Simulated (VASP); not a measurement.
NbB2P3:

```xyz
6
Lattice="5.6666 0.0000 0.0000 -2.8333 4.9074 0.0000 0.0000 0.0000 3.0884" Properties=species:S:1:pos:R:3 pbc="T T T"
Nb    0.0000    0.0000    0.0000
B     0.0000    3.2716    0.0000
B     2.8333    1.6358    0.0000
P     2.8333    0.0000    1.5442
P     1.4167    2.4537    1.5442
P    -1.4167    2.4537    1.5442
```

The cell was generated, and may not be a known phase.

```yaml
Program: VASP 6.6.1
Task: relaxation of cell and atoms
Functional: PBE
Potentials_or_basis: VASP PAW PBE potentials, release 64 (Nb_sv, B, P)
Cutoff: 600 eV
k_mesh: 6 × 6 × 6
Occupations: gaussian, width 0.1 eV
Spin: no spin polarisation
```

At the start: pressure -18.9 GPa; volume 14.31 Å³/atom.

**Question.** How do energy, volume and symmetry change on relaxing?

**Answer.** Over 5 steps the energy falls by 172.3 meV/atom and the volume is 11.74 Å³/atom (-17.9 %); space group P6/mmm (No. 191, to 0.1 Å) before and after.

The path:
| step | energy change (eV) | largest force (eV/Å) | pressure (GPa) | volume (Å³) |
| --- | --- | --- | --- | --- |
| 1 | 0.0000 | 0.0000 | -18.86 | 85.88 |
| 2 | -0.7172 | 0.0000 | 13.48 | 66.59 |
| 3 | -0.9514 | 0.0000 | -0.79 | 72.14 |
| 4 | -1.0304 | 0.0000 | -0.18 | 70.87 |
| 5 | -1.0340 | 0.0000 | 0.12 | 70.47 |

Final structure:
```
Nb B P
1.0
     5.24839    0.00000    0.00000
    -2.62420    4.54524    0.00000
     0.00000    0.00000    2.95404
Nb B P
1 2 3
Cartesian
  0.0000 0.0000 0.0000
  0.0000 3.0302 0.0000
  2.6242 1.5151 0.0000
  2.6242 0.0000 1.4770
  1.3121 2.2726 1.4770
  -1.3121 2.2726 1.4770
```

Caveat: the volume moved by over 15 % at a fixed basis, so the end points are rough.
